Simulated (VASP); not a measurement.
Sb, 4 atoms in the cell. It takes space group I4/mcm (No. 140, tetragonal). Conventional cell: a = 7.979 Å, b = 7.979 Å, c = 4.064 Å, α = 90.00°, β = 90.00°, γ = 90.00°. Within 4.1 Å of Sb (site symmetry m2m) lie 9 Sb at 3.02 to 4.06 Å. 

```yaml
Program: VASP 6.6.1
Task: single point
Functional: PBEsol
Potentials_or_basis: VASP PAW PBE potentials, release 64 (Sb)
Cutoff: 520 eV
k_mesh: 7 × 7 × 7
Occupations: fermi-dirac, width 0.05 eV
Spin: no spin polarisation
Dipole_correction: no
Further_INCAR_settings: ALGO = Normal; EDIFF = 1e-06; NBANDS = 18
```

Potentials or basis: VASP PAW PBE potentials, release 64 (Sb).

Command:

```console
$ cat potpaw_PBE.64/Sb/POTCAR > POTCAR
$ mpirun -np 1 vasp_std > vasp.out
```

Hardware: 1 thread of Intel Xeon 8259CL (shared host).

Question: Estimate the wall time of this run.

Answer: Run time: 3.5 min on 1 thread of Intel Xeon 8259CL, on a shared host, peak memory 0.33 GiB. Counts: scf iterations 13, k points 40.
